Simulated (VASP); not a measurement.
# La in VASP: further runs

Runs on La. Level: PBE. Tasks: single point.

Program: VASP 6.6.1. These are calculated values, not measurements. Logs are shortened: lines on timing, memory, paths and dates and some standing lists are left out, and cuts for length are marked.

### Step 1. The cell of the first run

The typed cell holds 2 atoms: a = 3.750 Å, b = 3.750 Å, c = 6.070 Å, α = 90.00°, β = 90.00°, γ = 120.00°.

### Step 2. Single point, PBE (atom 1 (La) moved by [0.028868, 0.028868, 0.028868] A)

Input file INCAR:

```
SYSTEM = La
  PREC = Accurate
  ENCUT = 520
  EDIFF = 1E-6
  ISMEAR = -1
  SIGMA = 0.05
  LREAL = .FALSE.
  LASPH = .TRUE.
  NELM = 100
  ALGO = Normal
  ISIF = 2
  LWAVE = .FALSE.
  LCHARG = .FALSE.
  GGA = PE
  NBANDS = 18
```

Input file KPOINTS:

```
Automatic mesh
0
G
  11 11 6
  0 0 0
```

Input file POSCAR:

```
La
1.0
    3.7500020507      0.0000000000      0.0000000000
   -1.8750010253      3.2475970401      0.0000000000
    0.0000000000      0.0000000000      6.0700000000
La
2
Direct
    0.3454759793      0.6755557005      0.2547558484
    0.6666666667      0.3333333333      0.7500000000
```

Potentials or basis: VASP PAW PBE potentials, release 64 (La).

Started as:

```console
$ cat potpaw_PBE.64/La/POTCAR > POTCAR
$ mpirun -np 1 vasp_std > vasp.out
```

OUTCAR:

```text
SYSTEM = La
   PREC = Accurate
   ENCUT = 520
   EDIFF = 1E-6
   ISMEAR = -1
   LREAL = .FALSE.
   LASPH = .TRUE.
   NELM = 100
   ISIF = 2
   GGA = PE

 ion  position               nearest neighbor table
   1  0.345  0.676  0.255-
   2  0.667  0.333  0.750-

  LATTYP: Found a hexagonal cell.
 ALAT       =     3.7500020507
 C/A-ratio  =     1.6186657815

  Lattice vectors:

 A1 = (   3.7500020507,   0.0000000000,   0.0000000000)
 A2 = (  -1.8750010253,   3.2475970401,   0.0000000000)
 A3 = (   0.0000000000,   0.0000000000,   6.0700000000)

Analysis of symmetry for initial positions (statically):
=====================================================================
 Subroutine PRICEL returns:
 Original cell was already a primitive cell.

 Routine SETGRP: Setting up the symmetry group for a
 hexagonal supercell.

 Subroutine GETGRP returns: Found  2 space group operations
 (whereof  1 operations were pure point group operations)
 out of a pool of 24 trial point group operations.

The static configuration has the point symmetry C_1 .
 The point group associated with its full space group is S_2 .

Analysis of symmetry for dynamics (positions and initial velocities):
=====================================================================
 Subroutine PRICEL returns:
 Original cell was already a primitive cell.

 Routine SETGRP: Setting up the symmetry group for a
 hexagonal supercell.

 Subroutine GETGRP returns: Found  2 space group operations
 (whereof  1 operations were pure point group operations)
 out of a pool of 24 trial point group operations.

The dynamic configuration has the point symmetry C_1 .
 The point group associated with its full space group is S_2 .

 Subroutine INISYM returns: Found  2 space group operations
 (whereof  1 operations are pure point group operations),
 and found     1 'primitive' translations

----------------------------------------------------------------------------------------

                                     Primitive cell

  volume of cell :      73.9235

  direct lattice vectors                    reciprocal lattice vectors
     3.750002051  0.000000000  0.000000000     0.266666521  0.153959988  0.000000000
    -1.875001025  3.247597040  0.000000000     0.000000000  0.307919975  0.000000000
     0.000000000  0.000000000  6.070000000     0.000000000  0.000000000  0.164744646

  length of vectors
     3.750002051  3.750002051  6.070000000     0.307919975  0.307919975  0.164744646

  position of ions in fractional coordinates (direct lattice)
     0.345475979  0.675555700  0.254755848
     0.666666667  0.333333333  0.750000000

  ion indices of the primitive-cell ions
   primitive index   ion index
                 1           1
                 2           2

----------------------------------------------------------------------------------------

 KPOINTS: Automatic mesh

Automatic generation of k-mesh.
 Grid dimensions read from file:
 generate k-points for:   11   11    6

 Generating k-lattice:

  Cartesian coordinates                     Fractional coordinates (reciprocal lattice)
     0.024242411  0.013996363  0.000000000     0.090909091 -0.000000000  0.000000000
     0.000000000  0.027992725  0.000000000     0.000000000  0.090909091  0.000000000
     0.000000000  0.000000000  0.027457441     0.000000000  0.000000000  0.166666667

  Length of vectors
     0.027992725  0.027992725  0.027457441

  Shift w.r.t. Gamma in fractional coordinates (k-lattice)
     0.000000000  0.000000000  0.000000000

 Subroutine IBZKPT returns following result:
 ===========================================

 Found    364 irreducible k-points:

 Following reciprocal coordinates:
            Coordinates               Weight
  0.000000  0.000000  0.000000      1.000000
  0.090909 -0.000000  0.000000      2.000000
  0.000000  0.090909  0.000000      2.000000
 -0.090909  0.090909  0.000000      2.000000
  0.181818  0.000000  0.000000      2.000000
  0.000000  0.181818  0.000000      2.000000
[... 16 lines left out ...]
 -0.181818  0.272727  0.000000      2.000000
  0.090909  0.181818  0.000000      2.000000
 [... further k-points ...]
   k-points           NKPTS =    364   k-points in BZ     NKDIM =    364   number of bands    NBANDS=     18
   number of dos      NEDOS =    301   number of ions     NIONS =      2
   total plane-waves  NPLWV =  37632
   dimension x,y,z NGX =    28 NGY =   28 NGZ =   48
   dimension x,y,z NGXF=    56 NGYF=   56 NGZF=   96
   ions per type =               2
   NGX,Y,Z   is equivalent  to a cutoff of  12.41, 12.41, 13.15 a.u.
   NGXF,Y,Z  is equivalent  to a cutoff of  24.83, 24.83, 26.29 a.u.
 SYSTEM =  La
   PREC   = accura    normal or accurate (medium, high low for compatibility)
   ISTART =      0    job   : 0-new  1-cont  2-samecut
   ICHARG =      2    charge: 1-file 2-atom 10-const
   ISPIN  =      1    spin polarized calculation?
   LNONCOLLINEAR =      F non collinear calculations
   LSORBIT =      F    spin-orbit coupling
   LASPH  =      T    aspherical Exc in radial PAW
   ENCUT  =  520.0 eV  38.22 Ry    6.18 a.u.   6.97  6.97 11.29*2*pi/ulx,y,z
   NELM   =    100;   NELMIN=  2; NELMDL= -5     # of ELM steps
   EDIFF  = 0.1E-05   stopping-criterion for ELM
   LREAL  =      F    real-space projection
   EDIFFG = 0.1E-04   stopping-criterion for IOM
   NSW    =      0    number of steps for IOM
   IBRION =     -1    ionic relax: 0-MD 1-quasi-New 2-CG
   NFREE  =      0    steps in history (QN), initial steepest desc. (CG)
   ISIF   =      2    stress and relaxation
   ISYM   =      2    0-nonsym 1-usesym 2-fastsym
   POTIM  = 0.5000    time-step for ionic-motion
   TEBEG  =    0.0;   TEEND  =   0.0 temperature during run
   PSTRESS=    0.0 pullay stress
   NELECT =      22.0000    total number of electrons
   NUPDOWN=      -1.0000    fix difference up-down
   EMIN   =  10.00;   EMAX   =-10.00  energy-range for DOS
   EFERMI =   0.00;   METHOD = LEGACY
   ISMEAR =    -1;   SIGMA  =   0.05  broadening in eV -4-tet -1-fermi 0-gaus
   EFERMI_NEDOS =   21; number of points for ismear=-14 and -15
   IALGO  =     38    algorithm
   IMIX   =      4    mixing-type and parameters
     AMIX     =   0.40;   BMIX     =  1.00
     AMIX_MAG =   1.60;   BMIX_MAG =  1.00
  volume/ion in A,a.u.               =      36.96       249.43
  Fermi-wavevector in a.u.,A,eV,Ry     =   1.093004  2.065477 16.254295  1.194657
  Thomas-Fermi vector in A             =   2.229280
   LORBIT       =      0    0 simple, 1 ext, 2 COOP (PROOUT), +10 PAW based schemes
   GGA     = PE    functional components
   LHFCALC =     F    Hartree Fock is set to
   AEXX    =    0.0000 exact exchange contribution
   IVDW    =     0    specifies the selected vdW correction
   LEPSILON=     F    determine dielectric tensor
   LRPA    =     F    only Hartree local field effects (RPA)
 non-spin polarized calculation
  energy-cutoff  :      520.00
  volume of cell :       73.92
 maximum number of plane-waves:      2011
   NGX = 13   NGY = 13   NGZ = 23

 number of electron      21.9999998 magnetization

 Free energy of the ion-electron system (eV)
  ---------------------------------------------------
  ext. energy  EPLUGINS =         0.00000000
  ---------------------------------------------------
  free energy    TOTEN  =        -9.72390844 eV

  energy without entropy =       -9.69036285  energy(sigma->0) =       -9.70713565

 E-fermi :   7.9024     XC(G=0):  -9.5800

 val. band max:        7.8995408381   @ k =   0.1818   0.0000   0.5000
 cond. band min:       7.9030272290   @ k =   0.3636  -0.1818   0.3333
 fundamental gap:      0.0034863909
 Fermi energy:         7.9023743090

 k-point     1 :       0.0000    0.0000    0.0000
  band No.  band energies     occupation
      1     -24.9496      2.00000
      2     -24.7428      2.00000
      3      -9.3423      2.00000
      4      -8.1409      2.00000
      5      -8.1253      2.00000
      6      -7.9523      2.00000
[... 10 lines left out ...]
     17       9.6023      0.00000
     18       9.7194      0.00000

 k-point     2 :       0.0909   -0.0000    0.0000
  band No.  band energies     occupation
      1     -24.9362      2.00000
      2     -24.7363      2.00000
      3      -9.3079      2.00000
      4      -8.2177      2.00000
      5      -8.1682      2.00000
      6      -8.0444      2.00000
[... 10 lines left out ...]
     17       9.6145      0.00000
     18       9.7767      0.00000

 k-point     3 :       0.0000    0.0909    0.0000
  band No.  band energies     occupation
      1     -24.9360      2.00000
      2     -24.7365      2.00000
      3      -9.3068      2.00000
      4      -8.2295      2.00000
      5      -8.1563      2.00000
      6      -8.0360      2.00000
[... 10 lines left out ...]
     17       9.6026      0.00000
     18       9.6407      0.00000

 k-point     4 :      -0.0909    0.0909    0.0000
  band No.  band energies     occupation
      1     -24.9360      2.00000
      2     -24.7364      2.00000
      3      -9.3071      2.00000
      4      -8.2269      2.00000
      5      -8.1588      2.00000
      6      -8.0386      2.00000
[... 10 lines left out ...]
     17       9.6044      0.00000
     18       9.6371      0.00000

 k-point     5 :       0.1818    0.0000    0.0000
  band No.  band energies     occupation
      1     -24.8993      2.00000
      2     -24.7194      2.00000
      3      -9.2102      2.00000
      4      -8.4599      2.00000
      5      -8.2789      2.00000
      6      -8.2389      2.00000
[... 10 lines left out ...]
     17       9.6609      0.00000
     18       9.7259      0.00000

 k-point     6 :       0.0000    0.1818    0.0000
  band No.  band energies     occupation
      1     -24.8984      2.00000
      2     -24.7203      2.00000
      3      -9.2055      2.00000
      4      -8.4669      2.00000
      5      -8.2756      2.00000
      6      -8.2298      2.00000
[... 10 lines left out ...]
     17       9.6496      0.00000
     18       9.6974      0.00000

 k-point     7 :      -0.1818    0.1818    0.0000
  band No.  band energies     occupation
      1     -24.8987      2.00000
      2     -24.7200      2.00000
      3      -9.2067      2.00000
      4      -8.4652      2.00000
      5      -8.2767      2.00000
      6      -8.2319      2.00000
[... 10 lines left out ...]
     17       9.6450      0.00000
     18       9.7071      0.00000

 k-point     8 :       0.2727   -0.0000    0.0000
  band No.  band energies     occupation
      1     -24.8482      2.00000
      2     -24.6993      2.00000
      3      -9.0653      2.00000
      4      -8.7662      2.00000
      5      -8.5627      2.00000
      6      -8.3260      2.00000
[... 10 lines left out ...]
     17       9.7490      0.00000
     18       9.7585      0.00000
[... 229 lines left out ...]
     17       9.6697      0.00000
     18       9.7367      0.00000

 k-point    20 :       0.1818    0.0909    0.0000
  band No.  band energies     occupation
      1     -24.8666      2.00000
      2     -24.7065      2.00000
      3      -9.1181      2.00000
      4      -8.6167      2.00000
      5      -8.5047      2.00000
      6      -8.2664      2.00000
[... 10 lines left out ...]
     17       9.6724      0.00000
     18       9.7790      0.00000

 k-point    21 :      -0.0909    0.2727    0.0000
  band No.  band energies     occupation
      1     -24.8652      2.00000
      2     -24.7079      2.00000
      3      -9.1102      2.00000
      4      -8.6221      2.00000
      5      -8.5023      2.00000
      6      -8.2591      2.00000
[... 10 lines left out ...]
     17       9.6614      0.00000
     18       9.7935      0.00000

 k-point    22 :      -0.2727    0.1818    0.0000
  band No.  band energies     occupation
      1     -24.8663      2.00000
      2     -24.7068      2.00000
      3      -9.1165      2.00000
      4      -8.6176      2.00000
      5      -8.5040      2.00000
      6      -8.2656      2.00000
[... 10 lines left out ...]
     17       9.6764      0.00000
     18       9.7709      0.00000

 k-point    23 :      -0.1818    0.2727    0.0000
  band No.  band energies     occupation
      1     -24.8654      2.00000
      2     -24.7077      2.00000
      3      -9.1113      2.00000
      4      -8.6215      2.00000
      5      -8.5028      2.00000
      6      -8.2598      2.00000
[... 10 lines left out ...]
     17       9.6627      0.00000
     18       9.8253      0.00000

 k-point    24 :       0.0909    0.1818    0.0000
  band No.  band energies     occupation
      1     -24.8659      2.00000
      2     -24.7072      2.00000
      3      -9.1141      2.00000
      4      -8.6191      2.00000
      5      -8.5034      2.00000
      6      -8.2633      2.00000
[... 10 lines left out ...]
     17       9.6751      0.00000
     18       9.7850      0.00000

 [... further k-points ...]
[... 5 lines left out ...]
  --------------------------------------------------------------------------------------
  -------------------------------------------------------------------------------------
  Total        0.2602156      0.2841031      0.1852419     -0.0116447      0.0028214      0.0028637
  in kB        5.6397724      6.1574982      4.0148319     -0.2523814      0.0611497      0.0620673
  external PRESSURE =       5.2707008 kB  Pullay stress =       0.0000000 kB

 VOLUME and BASIS-vectors are now :
 -----------------------------------------------------------------------------
  energy-cutoff  :      520.00
  volume of cell :       73.92
      direct lattice vectors                 reciprocal lattice vectors
     3.750002051  0.000000000  0.000000000     0.266666521  0.153959988  0.000000000
    -1.875001025  3.247597040  0.000000000     0.000000000  0.307919975  0.000000000
     0.000000000  0.000000000  6.070000000     0.000000000  0.000000000  0.164744646

 POSITION                                       TOTAL-FORCE (eV/Angst)
 -----------------------------------------------------------------------------------
      0.02887      2.19393      1.54637        -0.011873     -0.011349     -0.036271
      1.87500      1.08253      4.55250         0.011873      0.011349      0.036271
 -----------------------------------------------------------------------------------
    total drift:                               -0.000010      0.000006     -0.000010

  FREE ENERGIE OF THE ION-ELECTRON SYSTEM (eV)
  ---------------------------------------------------
  free  energy   TOTEN  =        -9.7239084385 eV

  energy  without entropy=       -9.6903628536  energy(sigma->0) =       -9.70713565
```

Run time: 10 min. Hardware: 1 thread of Intel Xeon Platinum 8259CL at 2.50GHz (Skylake/Cascade Lake), shared host; peak memory 0.57 GiB.

What came out:

```
Free energy            : -9.7239 eV
Pressure               : 0.5 GPa
Largest force          : 0.040 eV/Å
Band gap on the k mesh : zero (band 11 reaches 9.00 eV, above the bottom of band 12 at 7.56 eV)
```

Forces on the atoms (eV/Å):
```
La  -0.012 -0.011 -0.036
La   0.012  0.011  0.036
```

Levels at points of the mesh, in eV from the Fermi level:
```
           k point  band 7  band 8  band 9  band 10  band 11  band 12  band 13  band 14  band 15  band 16
(0.00, 0.00, 0.00)  -15.84  -15.82   -3.16    -1.75     1.10     1.32     1.34     1.55     1.64     1.66
(0.00, 0.00, 0.50)  -15.94  -15.94   -1.86    -1.85     0.54     0.67     1.37     1.38     1.38     1.40
```

Caveat: the cell differs from its parent crystal (atom 1 (La) moved by [0.028868, 0.028868, 0.028868] A); spin-orbit coupling is left out, which moves the levels of the heavy elements.

### Step 3. Single point, PBE

Input file INCAR:

```
SYSTEM = La
PREC = Accurate
ENCUT = 520
EDIFF = 1E-6
ISMEAR = 0
SIGMA = 0.05
LREAL = .False.
LASPH = .True.
NELM = 100
ALGO = Normal
ISIF = 2
LWAVE = .False.
LCHARG = .False.
GGA = PE
NBANDS = 18
```

Input file KPOINTS:

```
Automatic mesh
0
Gamma
  11 11 6
  0 0 0
```

POSCAR: that of step 2 with these lines changed.

```diff
@@ -8,3 +8,3 @@
 Direct
-    0.3454759793      0.6755557005      0.2547558484
+    0.3333333333      0.6666666667      0.2500000000
     0.6666666667      0.3333333333      0.7500000000
```

Potentials or basis: VASP PAW PBE potentials, release 64 (La).

Started as:

```console
$ cat potpaw_PBE.64/La/POTCAR > POTCAR
$ mpirun -np 1 vasp_std > vasp.out
```

Wall time 2.2 min (1 thread of Intel Xeon Platinum 8259CL at 2.50GHz (Skylake/Cascade Lake), shared host); peak memory 0.24 GiB.

It converged, with:

* Free energy: -9.7103 eV
* Pressure: 0.5 GPa
* Band gap on the k mesh: zero (band 11 reaches 9.01 eV, above the bottom of band 12 at 7.53 eV)

Stress tensor (GPa, compression positive):
```
0.60 0.00 0.00
0.00 0.60 0.00
0.00 0.00 0.29
```

Levels at points of the mesh, in eV from the Fermi level:
```tsv
k point	band 9	band 10	band 11	band 12	band 13	band 14
(0.00, 0.00, 0.00)	-3.16	-1.74	1.11	1.34	1.34	1.56
(0.00, 0.00, 0.50)	-1.84	-1.84	0.61	0.61	1.39	1.39
```

Caveat: spin-orbit coupling is left out, which moves the levels of the heavy elements.
